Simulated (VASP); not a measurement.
# Zr2HS4 in VASP: a series of runs

Zr2HS4 is run at these levels: PBE+D3(BJ); tasks: single point.

Everything below comes from runs of VASP 6.6.1. Logs are shortened: lines on timing, memory, paths and dates and some standing lists are left out, and cuts for length are marked.

## 1. The cell of the first run

The cell holds a slab with vacuum, 14 atoms: a = 7.298 Å, b = 7.298 Å, c = 20.917 Å, α = 90.00°, β = 90.00°, γ = 120.00°.

## 2. Single point, PBE+D3(BJ)

File INCAR:

```
PREC = Accurate
ENCUT = 400
EDIFF = 1E-6
ISMEAR = 0
SIGMA = 0.05
LREAL = F
LASPH = T
NELM = 120
ALGO = Normal
ISIF = 2
LWAVE = F
LCHARG = T
LDIPOL = T
IDIPOL = 3
DIPOL = 0.5 0.5 0.283
GGA = PE
IVDW = 12
LELF = T
LVHAR = T
LVACPOTAV = T
NBANDS = 62
GGA_COMPAT = F
NELMDL = -8
```

File KPOINTS:

```
regular mesh
0
Gamma
  6 6 1
```

File POSCAR:

```
Zr2HS4
1.0
    7.2976778227      0.0000000000      0.0000000000
   -3.6488389114      6.3199743831      0.0000000000
    0.0000000000      0.0000000000     20.9171506047
S Zr H
8 4 2
Direct
    0.3333333333      0.1666666667      0.1912306354
    0.3333333333      0.6666666667      0.1912306354
    0.8333333333      0.1666666667      0.1912306354
    0.8333333333      0.6666666667      0.1912306354
    0.1666666667      0.3333333333      0.3306927762
    0.1666666667      0.8333333333      0.3306927762
    0.6666666667      0.3333333333      0.3306927762
    0.6666666667      0.8333333333      0.3306927762
    0.0000000000      0.0000000000      0.2609617058
    0.0000000000      0.5000000000      0.2609617058
    0.5000000000      0.0000000000      0.2609617058
    0.5000000000      0.5000000000      0.2609617058
    0.2601922141      0.7398077859      0.4134000260
    0.4064744526      0.5935255474      0.4134000260
```

Potentials or basis: VASP PAW PBE potentials, release 64 (S, Zr_sv, H).

Command:

```console
> cat potpaw_PBE.64/S/POTCAR potpaw_PBE.64/Zr_sv/POTCAR potpaw_PBE.64/H/POTCAR > POTCAR
> mpirun -np 1 vasp_std > vasp.out
```

OUTCAR:

```text
PREC = Accurate
   ENCUT = 400
   EDIFF = 1E-6
   ISMEAR = 0
   LREAL = F
   LASPH = T
   NELM = 120
   ISIF = 2
   GGA = PE
   IVDW = 12
   NELMDL = -8
 IVDW          = 12

 ion  position               nearest neighbor table
   1  0.333  0.167  0.191-   9 2.56  12 2.56  11 2.56
   2  0.333  0.667  0.191-  10 2.56  11 2.56  12 2.56
   3  0.833  0.167  0.191-  11 2.56  10 2.56   9 2.56
   4  0.833  0.667  0.191-  12 2.56   9 2.56  10 2.56
   5  0.167  0.333  0.331-  12 2.56   9 2.56  10 2.56
   6  0.167  0.833  0.331-  11 2.56  10 2.56   9 2.56
   7  0.667  0.333  0.331-  10 2.56  11 2.56  12 2.56
   8  0.667  0.833  0.331-   9 2.56  12 2.56  11 2.56
   9  0.000  0.000  0.261-   1 2.56   8 2.56   5 2.56   4 2.56   6 2.56   3 2.56  12 3.65  12 3.65
                            11 3.65  11 3.65  10 3.65  10 3.65
  10  0.000  0.500  0.261-   2 2.56   7 2.56   6 2.56   3 2.56   4 2.56   5 2.56  11 3.65  11 3.65
                            12 3.65  12 3.65   9 3.65   9 3.65
  11  0.500  0.000  0.261-   3 2.56   6 2.56   2 2.56   7 2.56   1 2.56   8 2.56  10 3.65  10 3.65
                             9 3.65   9 3.65  12 3.65  12 3.65
  12  0.500  0.500  0.261-   4 2.56   5 2.56   1 2.56   8 2.56   7 2.56   2 2.56   9 3.65   9 3.65
                            10 3.65  10 3.65  11 3.65  11 3.65
  13  0.260  0.740  0.413-
  14  0.406  0.594  0.413-

  LATTYP: Found a hexagonal cell.
 ALAT       =     7.2976778227
 C/A-ratio  =     2.8662748771

  Lattice vectors:

 A1 = (   7.2976778227,   0.0000000000,   0.0000000000)
 A2 = (  -3.6488389114,   6.3199743831,   0.0000000000)
 A3 = (   0.0000000000,   0.0000000000,  20.9171506047)

Analysis of symmetry for initial positions (statically):
=====================================================================
 Subroutine PRICEL returns:
 Original cell was already a primitive cell.

 Routine SETGRP: Setting up the symmetry group for a
 hexagonal supercell.

 Subroutine GETGRP returns: Found  2 space group operations
 (whereof  2 operations were pure point group operations)
 out of a pool of 24 trial point group operations.

The static configuration has the point symmetry C_1h.

Analysis of symmetry for dynamics (positions and initial velocities):
=====================================================================
 Subroutine PRICEL returns:
 Original cell was already a primitive cell.

 Routine SETGRP: Setting up the symmetry group for a
 hexagonal supercell.

 Subroutine GETGRP returns: Found  2 space group operations
 (whereof  2 operations were pure point group operations)
 out of a pool of 24 trial point group operations.

The dynamic configuration has the point symmetry C_1h.

 Subroutine INISYM returns: Found  2 space group operations
 (whereof  2 operations are pure point group operations),
 and found     1 'primitive' translations

----------------------------------------------------------------------------------------

                                     Primitive cell

  volume of cell :     964.7228

  direct lattice vectors                    reciprocal lattice vectors
     7.297677823  0.000000000  0.000000000     0.137029891  0.079114245  0.000000000
    -3.648838911  6.319974383  0.000000000     0.000000000  0.158228489  0.000000000
     0.000000000  0.000000000 20.917150605     0.000000000  0.000000000  0.047807659

  length of vectors
     7.297677823  7.297677823 20.917150605     0.158228489  0.158228489  0.047807659

  position of ions in fractional coordinates (direct lattice)
     0.333333333  0.166666667  0.191230635
     0.333333333  0.666666667  0.191230635
     0.833333333  0.166666667  0.191230635
     0.833333333  0.666666667  0.191230635
     0.166666667  0.333333333  0.330692776
     0.166666667  0.833333333  0.330692776
     0.666666667  0.333333333  0.330692776
     0.666666667  0.833333333  0.330692776
     0.000000000  0.000000000  0.260961706
     0.000000000  0.500000000  0.260961706
     0.500000000  0.000000000  0.260961706
     0.500000000  0.500000000  0.260961706
     0.260192214  0.739807786  0.413400026
[... 30 lines left out ...]
     0.022838315  0.013185707  0.000000000     0.166666667  0.000000000  0.000000000
     0.000000000  0.026371415  0.000000000     0.000000000  0.166666667  0.000000000
     0.000000000  0.000000000  0.047807659     0.000000000  0.000000000  1.000000000

  Length of vectors
     0.026371415  0.026371415  0.047807659

  Shift w.r.t. Gamma in fractional coordinates (k-lattice)
     0.000000000  0.000000000  0.000000000

 Subroutine IBZKPT returns following result:
 ===========================================

 Found     13 irreducible k-points:

 Following reciprocal coordinates:
            Coordinates               Weight
  0.000000  0.000000  0.000000      1.000000
  0.166667  0.000000  0.000000      4.000000
 -0.166667  0.166667  0.000000      2.000000
  0.333333  0.000000  0.000000      4.000000
 -0.333333  0.333333  0.000000      2.000000
  0.500000  0.000000  0.000000      2.000000
  0.500000  0.500000  0.000000      1.000000
  0.166667  0.166667  0.000000      2.000000
 -0.166667  0.333333  0.000000      4.000000
  0.333333  0.166667  0.000000      4.000000
 -0.166667  0.500000  0.000000      4.000000
  0.500000  0.333333  0.000000      4.000000
  0.333333  0.333333  0.000000      2.000000
   k-points           NKPTS =     13   k-points in BZ     NKDIM =     13   number of bands    NBANDS=     62
   number of dos      NEDOS =    301   number of ions     NIONS =     14
   total plane-waves  NPLWV = 322560
   dimension x,y,z NGX =    48 NGY =   48 NGZ =  140
   dimension x,y,z NGXF=    96 NGYF=   96 NGZF=  280
   ions per type =               8   4   2
   NGX,Y,Z   is equivalent  to a cutoff of  10.93, 10.93, 11.13 a.u.
   NGXF,Y,Z  is equivalent  to a cutoff of  21.87, 21.87, 22.25 a.u.
 SYSTEM =  unknown system
   PREC   = accura    normal or accurate (medium, high low for compatibility)
   ISTART =      0    job   : 0-new  1-cont  2-samecut
   ICHARG =      2    charge: 1-file 2-atom 10-const
   ISPIN  =      1    spin polarized calculation?
   LNONCOLLINEAR =      F non collinear calculations
   LSORBIT =      F    spin-orbit coupling
   LASPH  =      T    aspherical Exc in radial PAW
   ENCUT  =  400.0 eV  29.40 Ry    5.42 a.u.  11.90 11.90 34.11*2*pi/ulx,y,z
   NELM   =    120;   NELMIN=  2; NELMDL= -8     # of ELM steps
   EDIFF  = 0.1E-05   stopping-criterion for ELM
   LREAL  =      F    real-space projection
[... 7 lines left out ...]
   TEBEG  =    0.0;   TEEND  =   0.0 temperature during run
   PSTRESS=    0.0 pullay stress
   NELECT =      98.0000    total number of electrons
   NUPDOWN=      -1.0000    fix difference up-down
   EMIN   =  10.00;   EMAX   =-10.00  energy-range for DOS
   EFERMI =   0.00;   METHOD = LEGACY
   ISMEAR =     0;   SIGMA  =   0.05  broadening in eV -4-tet -1-fermi 0-gaus
   EFERMI_NEDOS =   21; number of points for ismear=-14 and -15
   IALGO  =     38    algorithm
   IMIX   =      4    mixing-type and parameters
     AMIX     =   0.40;   BMIX     =  1.00
     AMIX_MAG =   1.60;   BMIX_MAG =  1.00
  volume/ion in A,a.u.               =      68.91       465.02
  Fermi-wavevector in a.u.,A,eV,Ry     =   0.763864  1.443494  7.938838  0.583488
  Thomas-Fermi vector in A             =   1.863639
   LORBIT       =      0    0 simple, 1 ext, 2 COOP (PROOUT), +10 PAW based schemes
   GGA     = PE    functional components
   LHFCALC =     F    Hartree Fock is set to
   AEXX    =    0.0000 exact exchange contribution
   IVDW    =    12    specifies the selected vdW correction
   LEPSILON=     F    determine dielectric tensor
   LRPA    =     F    only Hartree local field effects (RPA)
 non-spin polarized calculation
 Gauss-broadening in eV      SIGMA  =   0.05
  energy-cutoff  :      400.00
  volume of cell :      964.72
 maximum number of plane-waves:     17598
   NGX = 23   NGY = 23   NGZ = 69

 dipolmoment           0.000000      0.000000     -0.025144 electrons x Angstroem

 number of electron      98.0000013 magnetization

 dipolmoment           0.000000      0.000000      0.044307 electrons x Angstroem

 Free energy of the ion-electron system (eV)
  ---------------------------------------------------
  ext. energy  EPLUGINS =         0.00000000
  ---------------------------------------------------
  free energy    TOTEN  =       -88.69021376 eV

  energy without entropy =      -88.69021376  energy(sigma->0) =      -88.69021376

 E-fermi :  -2.6900     XC(G=0):  -3.3172

 val. band max:       -2.9988891835   @ k =   0.0000   0.0000   0.0000
 cond. band min:      -2.2794661894   @ k =   0.0000   0.0000   0.0000
 fundamental gap:      0.7194229940
 Fermi energy:        -2.6899897096

 k-point     1 :       0.0000    0.0000    0.0000
  band No.  band energies     occupation
      1     -52.1811      2.00000
      2     -52.1671      2.00000
      3     -52.1357      2.00000
      4     -52.1280      2.00000
      5     -30.3632      2.00000
      6     -30.3591      2.00000
[... 821 lines left out ...]
     60       0.2155      0.00000
     61       0.2606      0.00000
 [bands above 61 left out]

------------------------ aborting loop because EDIFF is reached ----------------------------------------

 Edisp (eV)   -3.13365

 E8    (eV) :    -1.3924

  FORCE on cell =-STRESS in cart. coord.  units (eV):
  Direction    XX          YY          ZZ          XY          YZ          ZX
  --------------------------------------------------------------------------------------
  -------------------------------------------------------------------------------------
  Total      -4.17265    -1.71628    -0.79464     2.12728     0.53782    -0.93153
  in kB      -6.92979    -2.85033    -1.31971     3.53292     0.89319    -1.54705
  external pressure =       -3.70 kB  Pullay stress =        0.00 kB

 VOLUME and BASIS-vectors are now :
 -----------------------------------------------------------------------------
  energy-cutoff  :      400.00
  volume of cell :      964.72
      direct lattice vectors                 reciprocal lattice vectors
     7.297677823  0.000000000  0.000000000     0.137029891  0.079114245  0.000000000
    -3.648838911  6.319974383  0.000000000     0.000000000  0.158228489  0.000000000
     0.000000000  0.000000000 20.917150605     0.000000000  0.000000000  0.047807659

 POSITION                                       TOTAL-FORCE (eV/Angst)
 -----------------------------------------------------------------------------------
      1.82442      1.05333      4.00000        -0.026995      0.029579     -0.012371
     -0.00000      4.21332      4.00000        -0.034865      0.020129      0.065596
      5.47326      1.05333      4.00000         0.033087     -0.019103     -0.087351
      3.64884      4.21332      4.00000        -0.039114      0.008589     -0.012371
      0.00000      2.10666      6.91715        -0.053869      0.089096      0.080794
     -1.82442      5.26665      6.91715         0.528102     -0.304900      0.884160
      3.64884      2.10666      6.91715        -0.002351      0.001357      0.073692
      1.82442      5.26665      6.91715        -0.104094      0.002104      0.080794
      0.00000      0.00000      5.45858        -0.257107      0.148441     -0.073832
     -1.82442      3.15999      5.45858         0.156697     -0.191456     -0.068071
      3.64884      0.00000      5.45858         0.244154     -0.039976     -0.068071
      1.82442      3.15999      5.45858         0.047900     -0.027655     -0.166346
     -0.80064      4.67557      8.64715         1.491797     -0.861289     -0.576362
      0.80064      3.75107      8.64715        -1.983341      1.145082     -0.120261
 -----------------------------------------------------------------------------------
    total drift:                               -0.000001      0.000001      0.000620

  FREE ENERGIE OF THE ION-ELECTRON SYSTEM (eV)
  ---------------------------------------------------
  free  energy   TOTEN  =       -91.8238669970 eV

  energy  without entropy=      -91.8238669970  energy(sigma->0) =      -91.82386700

 vacuum level on the upper side and lower side of the slab         3.252         3.078
```

Wall time 21 min (1 thread of Intel Xeon Platinum 8259CL at 2.50GHz (Skylake/Cascade Lake), shared host); peak memory 0.89 GiB.

Results:

```yaml
Free_energy: -91.8239 eV
Largest_force: 2.293 eV/Å
Band_gap_on_the_k_mesh: 0.72 eV
Dispersion_energy_per_atom: -0.224 eV
```

Forces in eV/Å, atoms in the order of the input:
```
S   -0.027  0.030 -0.012
S   -0.035  0.020  0.066
S    0.033 -0.019 -0.087
S   -0.039  0.009 -0.012
S   -0.054  0.089  0.081
S    0.528 -0.305  0.884
S   -0.002  0.001  0.074
S   -0.104  0.002  0.081
Zr  -0.257  0.148 -0.074
Zr   0.157 -0.191 -0.068
Zr   0.244 -0.040 -0.068
Zr   0.048 -0.028 -0.166
H    1.492 -0.861 -0.576
H   -1.983  1.145 -0.120
```

## 3. Single point, PBE+D3(BJ)

File INCAR:

```
SYSTEM = Zr2HS4
PREC     = Accurate       ! precision mode
ENCUT    = 400            ! plane-wave cutoff, eV
EDIFF    = 1E-6           ! SCF threshold, eV
ISMEAR   = 0              ! smearing method
SIGMA    = 0.05           ! smearing width, eV
LREAL    = .FALSE.        ! projectors in reciprocal space
LASPH    = .TRUE.         ! aspherical terms in the spheres
NELM     = 120            ! most SCF steps
ALGO     = Normal         ! electronic algorithm
ISIF     = 2              ! what is computed and relaxed
LWAVE    = .FALSE.        ! write WAVECAR
LCHARG   = .TRUE.         ! write CHGCAR
LDIPOL   = .TRUE.       
IDIPOL   = 3            
DIPOL    = 0.5 0.5 0.283
GGA      = PE             ! functional
IVDW     = 12             ! dispersion correction
LELF     = .TRUE.         ! ELF
LVHAR    = .TRUE.       
LVACPOTAV= .TRUE.       
NBANDS   = 62             ! bands
GGA_COMPAT= .FALSE.      
NELMDL   = -8
```

File KPOINTS:

```
regular mesh
0
G
  6 6 1
  0 0 0
```

Changes to POSCAR since step 2:

```diff
@@ -20,3 +20,3 @@
     0.5000000000      0.5000000000      0.2609617058
-    0.2601922141      0.7398077859      0.4134000260
-    0.4064744526      0.5935255474      0.4134000260
+    0.2449231649      0.7550768351      0.4134000260
+    0.4217435018      0.5782564982      0.4134000260
```

Potentials or basis: VASP PAW PBE potentials, release 64 (S, Zr_sv, H).

Command:

```console
> cat potpaw_PBE.64/S/POTCAR potpaw_PBE.64/Zr_sv/POTCAR potpaw_PBE.64/H/POTCAR > POTCAR
> mpirun -np 1 vasp_std > vasp.out
```

Wall time 16 min (1 thread of Intel Xeon Platinum 8375C at 2.90GHz (Ice Lake), shared host); peak memory 0.89 GiB.

The run converged. Its results:

```
Free energy                : -91.2767 eV
Largest force              : 1.754 eV/Å
Band gap on the k mesh     : 0.49 eV (least direct gap 0.53 eV)
Dispersion energy per atom : -0.224 eV
```

Forces in eV/Å, atoms in the order of the input:
```
S   -0.048  0.063  0.015
S   -0.051  0.030  0.095
S    0.044 -0.025 -0.133
S   -0.079  0.010  0.015
S   -0.068  0.118  0.181
S    0.766 -0.442  1.514
S    0.003 -0.002  0.104
S   -0.136  0.000  0.181
Zr  -0.393  0.227 -0.104
Zr   0.228 -0.294 -0.101
Zr   0.369 -0.051 -0.101
Zr   0.086 -0.050 -0.226
H    0.435 -0.251 -1.124
H   -1.156  0.667 -0.317
```

Levels at points of the mesh, in eV from the valence-band top:
| k point | band 46 | band 47 | band 48 | band 49 | band 50 | band 51 | band 52 | band 53 |
| --- | --- | --- | --- | --- | --- | --- | --- | --- |
| (0.00, 0.00, 0.00) | -1.50 | -0.63 | -0.62 | -0.03 | 0.49 | 0.53 | 0.77 | 1.14 |
| (0.50, 0.00, 0.00) | -1.43 | -1.40 | -1.10 | -0.14 | 0.94 | 1.00 | 1.24 | 1.72 |
| (0.50, 0.50, 0.00) | -1.44 | -1.30 | -1.22 | -0.15 | 0.83 | 0.93 | 1.27 | 1.73 |

[end of part 1 of 2]

The gap in the log of VASP goes by the Fermi energy; the results here count the filled bands.